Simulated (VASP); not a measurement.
## Pb32S33 (a cell with a defect): single point with PBEsol

System: Pb32S33 (a cell with a defect).

```
CELL_PARAMETERS angstrom
11.80000 0.00000 0.00000
0.00000 11.80000 0.00000
0.00000 0.00000 11.80000
ATOMIC_POSITIONS crystal
S 0.25189 0.00009 0.99986
S 0.25145 0.99971 0.49987
S 0.25174 0.50000 0.00103
S 0.20086 0.44934 0.45064
S 0.75189 0.00003 0.99981
S 0.75157 0.99966 0.49980
S 0.75185 0.50003 0.99979
S 0.75142 0.49951 0.49977
S 0.00192 0.25009 0.99931
S 0.99982 0.24797 0.49913
S 0.00236 0.75034 0.00026
S 0.00154 0.75111 0.50025
S 0.50216 0.25054 0.00011
S 0.50289 0.24980 0.50006
S 0.50256 0.75075 0.00104
S 0.50407 0.75242 0.50121
S 0.00187 0.99959 0.24981
S 0.00233 0.00044 0.75007
S 0.00005 0.49944 0.24792
S 0.00179 0.50041 0.75086
S 0.50212 0.00027 0.25027
S 0.50252 0.00129 0.75047
S 0.50309 0.50020 0.24957
S 0.50433 0.50149 0.75238
S 0.25141 0.24803 0.24778
S 0.25212 0.25006 0.75063
S 0.25211 0.75105 0.24959
S 0.25326 0.75265 0.75236
S 0.75153 0.24993 0.24972
S 0.75219 0.25048 0.74997
S 0.75217 0.75017 0.25025
S 0.75306 0.75068 0.75045
S 0.30010 0.54827 0.54941
Pb 0.00167 0.00128 0.00097
Pb 0.00002 0.00305 0.50030
Pb 0.00012 0.50057 0.00296
Pb 0.98481 0.50667 0.50626
Pb 0.50280 0.99976 0.99948
Pb 0.50423 0.99784 0.50004
Pb 0.50432 0.50030 0.99780
Pb 0.51809 0.49504 0.49470
Pb 0.25237 0.24825 0.00279
Pb 0.25831 0.23319 0.50593
Pb 0.25217 0.75245 0.99784
Pb 0.24693 0.76629 0.49478
Pb 0.75310 0.24975 0.00089
Pb 0.75482 0.24811 0.50024
Pb 0.75162 0.75096 0.99952
Pb 0.74966 0.75236 0.50009
Pb 0.25226 0.00280 0.24798
Pb 0.25207 0.99784 0.75221
Pb 0.25800 0.50599 0.23418
Pb 0.24677 0.49495 0.76720
Pb 0.75297 0.00107 0.24947
Pb 0.75152 0.99972 0.75066
Pb 0.75475 0.50040 0.24796
Pb 0.74962 0.50026 0.75223
Pb 0.00523 0.25339 0.25324
Pb 0.00221 0.25045 0.75034
Pb 0.00218 0.75065 0.25023
Pb 0.00226 0.75082 0.75064
Pb 0.50255 0.25028 0.25013
Pb 0.50253 0.25048 0.75048
Pb 0.50250 0.75064 0.25019
Pb 0.49966 0.74786 0.74771
```

- Program: VASP 6.6.1
- Task: single point
- Functional: PBEsol
- Potentials or basis: VASP PAW PBE potentials, release 64 (S, Pb_d)
- Cutoff: 400 eV
- k mesh: 1 × 1 × 1, shifted
- Occupations: fermi-dirac, width 0.05 eV
- Spin: collinear spin
- Dipole correction: no
- Charge: -1
- Further INCAR settings: LREAL = Auto; ALGO = Normal; EDIFF = 1e-06; NBANDS = 365; ISYM = -1; NELECT = 647.0

- Largest force: 0.083 eV/Å
- Net moment: 0.00 μB per cell
- Valence electrons inside the program's atomic spheres: S 3.67, 3.68, 3.71, 3.66 (each value once); Pb 11.85, 11.86, 11.90 (each value once)

Forces on the atoms (eV/Å):
```
S    0.001  0.000  0.002
S    0.003  0.005  0.001
S    0.001  0.000 -0.005
S    0.049  0.050  0.046
S    0.002  0.002  0.001
S    0.004  0.005  0.002
S    0.002  0.002  0.003
S    0.007  0.004  0.002
S    0.000  0.000  0.001
S   -0.004 -0.002  0.004
S   -0.002  0.000 -0.001
S   -0.002 -0.002 -0.001
S    0.000 -0.001  0.000
S   -0.001 -0.002  0.002
S    0.000 -0.001 -0.001
S    0.007  0.002 -0.002
S   -0.001  0.001  0.000
S   -0.002 -0.001  0.000
S   -0.005  0.003 -0.003
S   -0.003  0.000 -0.001
S   -0.001  0.000 -0.001
S    0.000 -0.001 -0.001
S   -0.003  0.002 -0.001
S    0.006 -0.002  0.002
S    0.000 -0.002 -0.002
S    0.001 -0.003  0.001
S    0.000 -0.002  0.000
S   -0.002  0.003  0.003
S    0.000  0.000  0.001
S   -0.001  0.000  0.001
S   -0.002  0.001  0.000
S   -0.001  0.000  0.000
S   -0.041 -0.041 -0.046
Pb  -0.003 -0.001  0.000
Pb  -0.002  0.000 -0.001
Pb  -0.002  0.000  0.000
Pb  -0.003 -0.001  0.001
Pb   0.001  0.000  0.000
Pb  -0.001 -0.001  0.000
Pb  -0.001  0.001  0.000
Pb   0.004 -0.001 -0.001
Pb   0.001 -0.002  0.000
Pb   0.002 -0.007  0.003
Pb   0.001  0.000 -0.001
Pb  -0.003  0.006 -0.001
Pb  -0.001 -0.002 -0.001
Pb   0.000 -0.002 -0.001
Pb   0.000  0.001  0.000
Pb  -0.003  0.001  0.000
Pb   0.001  0.000  0.000
Pb   0.001  0.000  0.001
Pb   0.002  0.003 -0.004
Pb  -0.003 -0.002  0.009
Pb  -0.001 -0.001 -0.001
Pb   0.000 -0.001  0.002
Pb   0.000 -0.001  0.000
Pb  -0.001  0.000  0.002
Pb  -0.005 -0.005 -0.006
Pb   0.000 -0.002 -0.001
Pb  -0.001 -0.001 -0.002
Pb   0.001  0.000  0.000
Pb   0.000 -0.003 -0.003
Pb   0.000 -0.001  0.001
Pb   0.002  0.001 -0.001
Pb   0.001  0.001  0.000
```

Levels at points of the mesh, in eV from the Fermi level:
Spin up:
| k point | band 321 | band 322 | band 323 | band 324 | band 325 | band 326 |
| --- | --- | --- | --- | --- | --- | --- |
| (0.25, 0.25, 0.25) | -1.49 | -1.26 | -1.26 | 0.01 | 0.20 | 0.26 |
Spin down:
```csv
k point,band 321,band 322,band 323,band 324,band 325,band 326
"(0.25, 0.25, 0.25)",-1.49,-1.26,-1.26,0.01,0.20,0.26
```

Wall time 5.6 min on 4 MPI ranks on Intel(R) Xeon(R) Platinum 8375C CPU @ 2.90GHz (Ice Lake), on a shared host, peak memory 0.58 GiB a rank.

Caveat: the cell carries a net charge on a neutralising background, which shifts energy and pressure; the cell is charged against a uniform background, so pressure and absolute levels hang on convention; the PAW data sets were made with another functional, which shifts forces and pressure a little; spin-orbit coupling is left out, which moves the levels of the heavy elements.
